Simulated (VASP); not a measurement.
# SiSe (F-43m) in VASP: further runs, part 2 of 3

VASP 6.6.1. The steps go on from the part before.

**3. Single point, r2SCAN**

This run uses another cell than the first one, of 28.70 Å³/atom, 1.253 times its volume.

Contents of POSCAR:

```
SiSe
1.0
    0.0000000000      3.0618180026      3.0618180026
    3.0618180026      0.0000000000      3.0618180026
    3.0618180026      3.0618180026      0.0000000000
Si Se
1 1
Direct
    0.0000000000      0.0000000000      0.0000000000
    0.7500000000      0.7500000000      0.7500000000
```

Contents of INCAR.step1:

```
SYSTEM = SiSe
  ALGO = Normal
  EDIFF = 1E-4
  ENCUT = 520
  GGA = PE
  ISMEAR = 0
  LASPH = .TRUE.
  LCHARG = .FALSE.
  LREAL = .FALSE.
  LWAVE = .TRUE.
  NBANDS = 12
  NELM = 80
  PREC = Accurate
  SIGMA = 0.1
```

Contents of INCAR.step2:

```
SYSTEM = SiSe
  ALGO = Normal
  EDIFF = 1E-6
  ENCUT = 520
  ISIF = 2
  ISMEAR = 0
  ISTART = 1
  LASPH = .TRUE.
  LCHARG = .FALSE.
  LMIXTAU = .TRUE.
  LREAL = .FALSE.
  LWAVE = .FALSE.
  METAGGA = R2SCAN
  NBANDS = 12
  NELM = 80
  PREC = Accurate
  SIGMA = 0.1
```

Contents of KPOINTS:

```
k-points
0
G
  6 6 6
  0 0 0
```

Potentials or basis: VASP PAW PBE potentials, release 64 (Si, Se).

Run with:

```bash
$ cat potpaw_PBE.64/Si/POTCAR potpaw_PBE.64/Se/POTCAR > POTCAR
$ cp INCAR.step1 INCAR
$ mpirun -np 1 vasp_std > vasp.out
$ cp INCAR.step2 INCAR
$ mpirun -np 1 vasp_std > vasp.out
```

OUTCAR:

```text
SYSTEM = SiSe
   EDIFF = 1E-6
   ENCUT = 520
   ISIF = 2
   ISMEAR = 0
   ISTART = 1
   LASPH = .TRUE.
   LREAL = .FALSE.
   METAGGA = R2SCAN
   NELM = 80
   PREC = Accurate

 ion  position               nearest neighbor table
   1  0.000  0.000  0.000-   2 2.65   2 2.65   2 2.65   2 2.65
   2  0.750  0.750  0.750-   1 2.65   1 2.65   1 2.65   1 2.65

  LATTYP: Found a face centered cubic cell.
 ALAT       =     6.1236360052

  Lattice vectors:

 A1 = (   0.0000000000,   3.0618180026,   3.0618180026)
 A2 = (   3.0618180026,   0.0000000000,   3.0618180026)
 A3 = (   3.0618180026,   3.0618180026,   0.0000000000)

Analysis of symmetry for initial positions (statically):
=====================================================================
 Subroutine PRICEL returns:
 Original cell was already a primitive cell.

 Routine SETGRP: Setting up the symmetry group for a
 face centered cubic supercell.

 Subroutine GETGRP returns: Found 24 space group operations
 (whereof 24 operations were pure point group operations)
 out of a pool of 48 trial point group operations.

The static configuration has the point symmetry T_d .

Analysis of symmetry for dynamics (positions and initial velocities):
=====================================================================
 Subroutine PRICEL returns:
 Original cell was already a primitive cell.

 Routine SETGRP: Setting up the symmetry group for a
 face centered cubic supercell.

 Subroutine GETGRP returns: Found 24 space group operations
 (whereof 24 operations were pure point group operations)
 out of a pool of 48 trial point group operations.

The dynamic configuration has the point symmetry T_d .

 Subroutine INISYM returns: Found 24 space group operations
 (whereof 24 operations are pure point group operations),
 and found     1 'primitive' translations

----------------------------------------------------------------------------------------

                                     Primitive cell

  volume of cell :      57.4074

  direct lattice vectors                    reciprocal lattice vectors
     0.000000000  3.061818003  3.061818003    -0.163301672  0.163301672  0.163301672
     3.061818003  0.000000000  3.061818003     0.163301672 -0.163301672  0.163301672
     3.061818003  3.061818003  0.000000000     0.163301672  0.163301672 -0.163301672

  length of vectors
     4.330064545  4.330064545  4.330064545     0.282846793  0.282846793  0.282846793

  position of ions in fractional coordinates (direct lattice)
     0.000000000  0.000000000  0.000000000
     0.750000000  0.750000000  0.750000000

  ion indices of the primitive-cell ions
   primitive index   ion index
                 1           1
                 2           2

----------------------------------------------------------------------------------------

 KPOINTS: k-points

Automatic generation of k-mesh.
 Grid dimensions read from file:
 generate k-points for:    6    6    6

 Generating k-lattice:

  Cartesian coordinates                     Fractional coordinates (reciprocal lattice)
    -0.027216945  0.027216945  0.027216945     0.166666667  0.000000000  0.000000000
     0.027216945 -0.027216945  0.027216945     0.000000000  0.166666667  0.000000000
     0.027216945  0.027216945 -0.027216945     0.000000000  0.000000000  0.166666667

  Length of vectors
     0.047141132  0.047141132  0.047141132

  Shift w.r.t. Gamma in fractional coordinates (k-lattice)
     0.000000000  0.000000000  0.000000000

 Subroutine IBZKPT returns following result:
 ===========================================

 Found     16 irreducible k-points:

 Following reciprocal coordinates:
            Coordinates               Weight
  0.000000  0.000000  0.000000      1.000000
  0.166667  0.000000  0.000000      8.000000
  0.333333  0.000000  0.000000      8.000000
  0.500000  0.000000  0.000000      4.000000
  0.166667  0.166667  0.000000      6.000000
  0.333333  0.166667  0.000000     24.000000
[... 8 lines left out ...]
 -0.333333  0.333333  0.166667     24.000000
 -0.333333  0.500000  0.166667     12.000000
   k-points           NKPTS =     16   k-points in BZ     NKDIM =     16   number of bands    NBANDS=     12
   number of dos      NEDOS =    301   number of ions     NIONS =      2
   total plane-waves  NPLWV =  32768
   dimension x,y,z NGX =    32 NGY =   32 NGZ =   32
   dimension x,y,z NGXF=    64 NGYF=   64 NGZF=   64
   ions per type =               1   1
   NGX,Y,Z   is equivalent  to a cutoff of  12.29, 12.29, 12.29 a.u.
   NGXF,Y,Z  is equivalent  to a cutoff of  24.57, 24.57, 24.57 a.u.
 SYSTEM =  SiSe
   PREC   = accura    normal or accurate (medium, high low for compatibility)
   ISTART =      1    job   : 0-new  1-cont  2-samecut
   ICHARG =      0    charge: 1-file 2-atom 10-const
   ISPIN  =      1    spin polarized calculation?
   LNONCOLLINEAR =      F non collinear calculations
   LSORBIT =      F    spin-orbit coupling
   LASPH  =      T    aspherical Exc in radial PAW
   ENCUT  =  520.0 eV  38.22 Ry    6.18 a.u.   8.05  8.05  8.05*2*pi/ulx,y,z
   NELM   =     80;   NELMIN=  2; NELMDL=  0     # of ELM steps
   EDIFF  = 0.1E-05   stopping-criterion for ELM
   LREAL  =      F    real-space projection
   EDIFFG = 0.1E-04   stopping-criterion for IOM
   NSW    =      0    number of steps for IOM
   IBRION =     -1    ionic relax: 0-MD 1-quasi-New 2-CG
   NFREE  =      0    steps in history (QN), initial steepest desc. (CG)
   ISIF   =      2    stress and relaxation
   ISYM   =      2    0-nonsym 1-usesym 2-fastsym
   POTIM  = 0.5000    time-step for ionic-motion
   TEBEG  =    0.0;   TEEND  =   0.0 temperature during run
   PSTRESS=    0.0 pullay stress
   NELECT =      10.0000    total number of electrons
   NUPDOWN=      -1.0000    fix difference up-down
   EMIN   =  10.00;   EMAX   =-10.00  energy-range for DOS
   EFERMI =   0.00;   METHOD = LEGACY
   ISMEAR =     0;   SIGMA  =   0.10  broadening in eV -4-tet -1-fermi 0-gaus
   EFERMI_NEDOS =   21; number of points for ismear=-14 and -15
   IALGO  =     38    algorithm
   IMIX   =      4    mixing-type and parameters
     AMIX     =   0.40;   BMIX     =  1.00
     AMIX_MAG =   1.60;   BMIX_MAG =  1.00
  volume/ion in A,a.u.               =      28.70       193.70
  Fermi-wavevector in a.u.,A,eV,Ry     =   0.914293  1.727764 11.373545  0.835932
  Thomas-Fermi vector in A             =   2.038903
   LORBIT       =      0    0 simple, 1 ext, 2 COOP (PROOUT), +10 PAW based schemes
   METAGGA = R2SCAN    functional components
   LHFCALC =     F    Hartree Fock is set to
   AEXX    =    0.0000 exact exchange contribution
   IVDW    =     0    specifies the selected vdW correction
   LEPSILON=     F    determine dielectric tensor
   LRPA    =     F    only Hartree local field effects (RPA)
 non-spin polarized calculation
 Gauss-broadening in eV      SIGMA  =   0.10
  energy-cutoff  :      520.00
  volume of cell :       57.41
 maximum number of plane-waves:      1572
   NGX = 17   NGY = 17   NGZ = 17

 number of electron      10.0000001 magnetization

 Free energy of the ion-electron system (eV)
  ---------------------------------------------------
  ext. energy  EPLUGINS =         0.00000000
  ---------------------------------------------------
  free energy    TOTEN  =       -22.01383803 eV

  energy without entropy =      -22.01117119  energy(sigma->0) =      -22.01250461

 E-fermi :   3.3415     XC(G=0):  -8.7520

 val. band max:        3.1698038448   @ k =   0.3333   0.3333   0.0000
 cond. band min:       3.3879000974   @ k =  -0.3333   0.5000   0.1667
 fundamental gap:      0.2180962527
 Fermi energy:         3.3415231987

 k-point     1 :       0.0000    0.0000    0.0000
  band No.  band energies     occupation
      1     -11.8183      2.00000
      2      -1.5561      2.00000
      3       0.1251      2.00000
      4       0.1251      2.00000
      5       0.1251      2.00000
      6       4.2454      0.00000
      7       4.2454      0.00000
      8       4.2454      0.00000
      9       8.9024      0.00000
     10      10.6862      0.00000
     11      10.6862      0.00000
     12      13.0285      0.00000
[... 211 lines left out ...]
 k-point    16 :      -0.3333    0.5000    0.1667
  band No.  band energies     occupation
      1     -10.7829      2.00000
      2      -5.3821      2.00000
      3      -1.7688      2.00000
      4      -1.6262      2.00000
      5       3.3879      0.51191
      6       4.0273      0.00000
      7       6.5783      0.00000
      8       7.3113      0.00000
      9       9.6833      0.00000
     10      10.9811      0.00000
     11      12.9289      0.00000
     12      13.4677      0.00000

------------------------ aborting loop because EDIFF is reached ----------------------------------------

  FORCE on cell =-STRESS in cart. coord.  units (eV):
  Direction    XX          YY          ZZ          XY          YZ          ZX
  --------------------------------------------------------------------------------------
  -------------------------------------------------------------------------------------
  Total        0.0074221      0.0074221      0.0074221      0.0000000      0.0000000      0.0000000
  in kB        0.2071416      0.2071416      0.2071416      0.0000000      0.0000000      0.0000000
  external PRESSURE =       0.2071416 kB  Pullay stress =       0.0000000 kB

 VOLUME and BASIS-vectors are now :
 -----------------------------------------------------------------------------
  energy-cutoff  :      520.00
  volume of cell :       57.41
      direct lattice vectors                 reciprocal lattice vectors
     0.000000000  3.061818003  3.061818003    -0.163301672  0.163301672  0.163301672
     3.061818003  0.000000000  3.061818003     0.163301672 -0.163301672  0.163301672
     3.061818003  3.061818003  0.000000000     0.163301672  0.163301672 -0.163301672

 POSITION                                       TOTAL-FORCE (eV/Angst)
 -----------------------------------------------------------------------------------
      0.00000      0.00000      0.00000         0.000000      0.000000      0.000000
      4.59273      4.59273      4.59273        -0.000000     -0.000000     -0.000000
 -----------------------------------------------------------------------------------
    total drift:                               -0.000001     -0.000001     -0.000001

  FREE ENERGIE OF THE ION-ELECTRON SYSTEM (eV)
  ---------------------------------------------------
  free  energy   TOTEN  =       -22.0138380341 eV

  energy  without entropy=      -22.0111711909  energy(sigma->0) =      -22.01250461
```

Wall time 25 s (1 thread of Intel Xeon Platinum 8488C (Sapphire Rapids), shared host); peak memory 0.18 GiB.

What came out:

```yaml
Free_energy: -22.0138 eV
Pressure: 0.0 GPa
Band_gap_on_the_k_mesh: zero (band 5 reaches 3.39 eV, above the bottom of band 6 at 2.89 eV)
```

Levels at points of the mesh, in eV from the Fermi level:
| k point | band 2 | band 3 | band 4 | band 5 | band 6 | band 7 | band 8 | band 9 |
| --- | --- | --- | --- | --- | --- | --- | --- | --- |
| (0.00, 0.00, 0.00) | -4.90 | -3.22 | -3.22 | -3.22 | 0.90 | 0.90 | 0.90 | 5.56 |
| (0.50, 0.00, 0.00) | -8.45 | -3.87 | -3.87 | -2.47 | 1.86 | 1.86 | 4.37 | 7.36 |
| (0.50, 0.50, 0.00) | -8.78 | -4.76 | -4.76 | -0.89 | -0.45 | 4.88 | 4.88 | 6.81 |

Caveat: the PAW data sets were made with another functional, which shifts forces and pressure a little.

**4. Relaxation of cell and atoms, r2SCAN**

Contents of POSCAR:

```
SiSe
1.0
    0.0000000000      2.8400277228      2.8400277228
    2.8400277228      0.0000000000      2.8400277228
    2.8400277228      2.8400277228      0.0000000000
Si Se
1 1
Direct
    0.0000000000      0.0000000000      0.0000000000
    0.7500000000      0.7500000000      0.7500000000
```

Contents of INCAR.step1:

```
SYSTEM = SiSe
PREC = Accurate
ENCUT = 600
ISMEAR = 0
SIGMA = 0.1
LREAL = .FALSE.
LASPH = .TRUE.
NELM = 60
GGA = PE
ALGO = Normal
EDIFF = 1E-4
LWAVE = .TRUE.
LCHARG = .FALSE.
```

Contents of INCAR.step2:

```
SYSTEM = SiSe
PREC = Accurate
ENCUT = 600
EDIFF = 1E-7
ISMEAR = 0
SIGMA = 0.1
LREAL = .FALSE.
LASPH = .TRUE.
NELM = 60
ALGO = Normal
ISIF = 3
LWAVE = .FALSE.
LCHARG = .FALSE.
METAGGA = R2SCAN
LMIXTAU = .TRUE.
IBRION = 2
NSW = 90
EDIFFG = -0.04
ISTART = 1
```

Contents of KPOINTS:

```
regular mesh
0
G
  6 6 6
  0 0 0
```

Potentials or basis: VASP PAW PBE potentials, release 64 (Si, Se).

Run with:

```bash
$ cat potpaw_PBE.64/Si/POTCAR potpaw_PBE.64/Se/POTCAR > POTCAR
$ cp INCAR.step1 INCAR
$ mpirun -np 1 vasp_std > vasp.out
$ cp INCAR.step2 INCAR
$ mpirun -np 1 vasp_std > vasp.out
```

OUTCAR:

```text
SYSTEM = SiSe
   PREC = Accurate
   ENCUT = 600
   EDIFF = 1E-7
   ISMEAR = 0
   LREAL = .FALSE.
   LASPH = .TRUE.
   NELM = 60
   ISIF = 3
   METAGGA = R2SCAN
   IBRION = 2
   NSW = 90
   EDIFFG = -0.04
   ISTART = 1

 ion  position               nearest neighbor table
   1  0.000  0.000  0.000-   2 2.46   2 2.46   2 2.46   2 2.46
   2  0.750  0.750  0.750-   1 2.46   1 2.46   1 2.46   1 2.46

  LATTYP: Found a face centered cubic cell.
 ALAT       =     5.6800554456

  Lattice vectors:

 A1 = (   0.0000000000,   2.8400277228,   2.8400277228)
 A2 = (   2.8400277228,   0.0000000000,   2.8400277228)
 A3 = (   2.8400277228,   2.8400277228,   0.0000000000)

Analysis of symmetry for initial positions (statically):
=====================================================================
 Subroutine PRICEL returns:
 Original cell was already a primitive cell.

 Routine SETGRP: Setting up the symmetry group for a
 face centered cubic supercell.

 Subroutine GETGRP returns: Found 24 space group operations
 (whereof 24 operations were pure point group operations)
 out of a pool of 48 trial point group operations.

The static configuration has the point symmetry T_d .

Analysis of symmetry for dynamics (positions and initial velocities):
=====================================================================
 Subroutine PRICEL returns:
 Original cell was already a primitive cell.

 Routine SETGRP: Setting up the symmetry group for a
 face centered cubic supercell.

 Subroutine GETGRP returns: Found 24 space group operations
 (whereof 24 operations were pure point group operations)
 out of a pool of 48 trial point group operations.

The dynamic configuration has the point symmetry T_d .

[... 93 lines left out ...]
   IBRION =      2    ionic relax: 0-MD 1-quasi-New 2-CG
   NFREE  =      1    steps in history (QN), initial steepest desc. (CG)
   ISIF   =      3    stress and relaxation
   ISYM   =      2    0-nonsym 1-usesym 2-fastsym
   POTIM  = 0.5000    time-step for ionic-motion
   TEBEG  =    0.0;   TEEND  =   0.0 temperature during run
   PSTRESS=    0.0 pullay stress
   NELECT =      10.0000    total number of electrons
   NUPDOWN=      -1.0000    fix difference up-down
   EMIN   =  10.00;   EMAX   =-10.00  energy-range for DOS
   EFERMI =   0.00;   METHOD = LEGACY
   ISMEAR =     0;   SIGMA  =   0.10  broadening in eV -4-tet -1-fermi 0-gaus
   EFERMI_NEDOS =   21; number of points for ismear=-14 and -15
   IALGO  =     38    algorithm
   IMIX   =      4    mixing-type and parameters
     AMIX     =   0.40;   BMIX     =  1.00
     AMIX_MAG =   1.60;   BMIX_MAG =  1.00
  volume/ion in A,a.u.               =      22.91       154.58
  Fermi-wavevector in a.u.,A,eV,Ry     =   0.985694  1.862692 13.219329  0.971593
  Thomas-Fermi vector in A             =   2.117020
   LORBIT       =      0    0 simple, 1 ext, 2 COOP (PROOUT), +10 PAW based schemes
   METAGGA = R2SCAN    functional components
   LHFCALC =     F    Hartree Fock is set to
   AEXX    =    0.0000 exact exchange contribution
   IVDW    =     0    specifies the selected vdW correction
   LEPSILON=     F    determine dielectric tensor
   LRPA    =     F    only Hartree local field effects (RPA)
 conjugate gradient relaxation of ions
 non-spin polarized calculation
 Gauss-broadening in eV      SIGMA  =   0.10
  energy-cutoff  :      600.00
  volume of cell :       45.81
 maximum number of plane-waves:      1544
   NGX = 17   NGY = 17   NGZ = 17

--------------------------------------- Ionic step        1  -------------------------------------------

 number of electron       9.9999999 magnetization

 Free energy of the ion-electron system (eV)
  ---------------------------------------------------
  ext. energy  EPLUGINS =         0.00000000
  ---------------------------------------------------
  free energy    TOTEN  =       -21.64145195 eV

  energy without entropy =      -21.63321273  energy(sigma->0) =      -21.63733234

------------------------ aborting loop because EDIFF is reached ----------------------------------------

  FORCE on cell =-STRESS in cart. coord.  units (eV):
  Direction    XX          YY          ZZ          XY          YZ          ZX
  --------------------------------------------------------------------------------------
  -------------------------------------------------------------------------------------
  Total        3.3369083      3.3369083      3.3369083      0.0000000     -0.0000000     -0.0000000
  in kB      116.6963093    116.6963093    116.6963093      0.0000000     -0.0000000     -0.0000000
  external PRESSURE =     116.6963093 kB  Pullay stress =       0.0000000 kB
[... 59 lines left out ...]
--------------------------------------- Ionic step        3  -------------------------------------------

 number of electron      10.0000001 magnetization

 Free energy of the ion-electron system (eV)
  ---------------------------------------------------
  ext. energy  EPLUGINS =         0.00000000
  ---------------------------------------------------
  free energy    TOTEN  =       -22.01348558 eV

  energy without entropy =      -22.01081774  energy(sigma->0) =      -22.01215166

 E-fermi :   3.3400     XC(G=0):  -8.7513

 val. band max:        3.1685798493   @ k =   0.3333   0.3333   0.0000
 cond. band min:       3.3863337121   @ k =  -0.3333   0.5000   0.1667
 fundamental gap:      0.2177538628
 Fermi energy:         3.3399662049

 k-point     1 :       0.0000    0.0000    0.0000
  band No.  band energies     occupation
      1     -11.8186      2.00000
      2      -1.5581      2.00000
      3       0.1243      2.00000
      4       0.1243      2.00000
      5       0.1243      2.00000
      6       4.2441      0.00000
      7       4.2441      0.00000
      8       4.2441      0.00000
      9       8.9007      0.00000
[... 207 lines left out ...]
  FREE ENERGIE OF THE ION-ELECTRON SYSTEM (eV)
  ---------------------------------------------------
  free  energy   TOTEN  =       -22.0134855790 eV

  energy  without entropy=      -22.0108177361  energy(sigma->0) =      -22.01215166

 reached required accuracy - stopping structural energy minimisation
```

Wall time 73 s (1 thread of Intel Xeon Platinum 8488C (Sapphire Rapids), shared host); peak memory 0.19 GiB.

Results:

```
Free energy                            : -22.0135 eV
Relaxed volume                         : 28.71 Å³/atom
Relaxed cell                           : a = 4.330 Å, b = 4.330 Å, c = 4.330 Å, α = 60.00°, β = 60.00°, γ = 60.00°
Space group after relaxing (to 0.05 Å) : F-43m (No. 216)
Energy gained by relaxing              : 186.0 meV/atom
Ionic steps                            : 3
Pressure after relaxing                : 0.0 GPa
Band gap on the k mesh                 : zero (band 5 reaches 3.39 eV, above the bottom of band 6 at 2.89 eV)
```

Step by step:
| step | energy change (eV) | largest force (eV/Å) | pressure (GPa) | volume (Å³) |
| --- | --- | --- | --- | --- |
| 1 | 0.0000 | 0.0000 | 11.67 | 45.81 |
| 2 | -0.3718 | 0.0000 | -0.24 | 57.79 |
| 3 | -0.3720 | 0.0000 | 0.02 | 57.42 |

Final structure:
```
Si Se
1.0
     0.00000    3.06197    3.06197
     3.06197    0.00000    3.06197
     3.06197    3.06197    0.00000
Si Se
1 1
Direct
  0.00000 0.00000 0.00000
  0.75000 0.75000 0.75000
```

Caveat: the volume moved by over 15 % at a fixed basis, so the end points are rough; the PAW data sets were made with another functional, which shifts forces and pressure a little.

[end of part 2 of 3]
